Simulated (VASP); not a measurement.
Input of a VASP 6.6.1 run:

The input INCAR:

```
  PREC = Accurate
  ENCUT = 600
  EDIFF = 1E-6
  ISMEAR = 0
  SIGMA = 0.1
  LREAL = False
  LASPH = True
  NELM = 60
  ALGO = Normal
  ISIF = 3
  LWAVE = False
  LCHARG = False
  GGA = PE
  IBRION = 2
  NSW = 90
  EDIFFG = -0.04
```

The input KPOINTS:

```
Automatic mesh
0
Gamma
  6 6 6
```

File POSCAR:

```
C
1.0
    4.0582492200      0.0000000000      0.0000000000
   -2.0291246100      3.5145469200      0.0000000000
    0.0000000000      0.0000000000      3.4691886300
C
9
Direct
    0.7639963300      0.2876489900      0.5976914600
    0.7123510100      0.4763473400      0.2643581200
    0.5236526600      0.2360036700      0.9310247900
    0.2876489900      0.7639963300      0.4023085400
    0.4763473400      0.7123510100      0.7356418800
    0.2360036700      0.5236526600      0.0689752100
    0.8709721100      0.0000000000      0.6666666700
    0.0000000000      0.8709721100      0.3333333300
    0.1290278900      0.1290278900      0.0000000000
```

Potentials or basis: VASP PAW PBE potentials, release 64 (C).

Command:

```sh
$ cat potpaw_PBE.64/C/POTCAR > POTCAR
$ mpirun -np 1 vasp_std > vasp.out
```

**Question.** What does it give for the space group after relaxing (to 0.05 Å)?

**Answer.** P3_221 (No. 154).

**Question.** What does it give for the band gap on the k mesh?

**Answer.** Zero (band 18 reaches 9.23 eV, above the bottom of band 19 at 8.58 eV).

**Question.** Predict the relaxed cell.

**Answer.** a = 4.292 Å, b = 4.292 Å, c = 3.627 Å, α = 90.00°, β = 90.00°, γ = 120.00°.

**Question.** Predict the relaxed volume.

**Answer.** 6.43 Å³/atom.

Forces on the atoms (eV/Å):
```
C    0.011 -0.019  0.005
C    0.011  0.019  0.005
C   -0.022  0.000  0.005
C   -0.022  0.000 -0.005
C    0.011  0.019 -0.005
C    0.011 -0.019 -0.005
C   -0.035  0.000  0.000
C    0.018 -0.030  0.000
C    0.018  0.030  0.000
```

Caveat: the volume moved by over 15 % at a fixed basis, so the end points are rough.
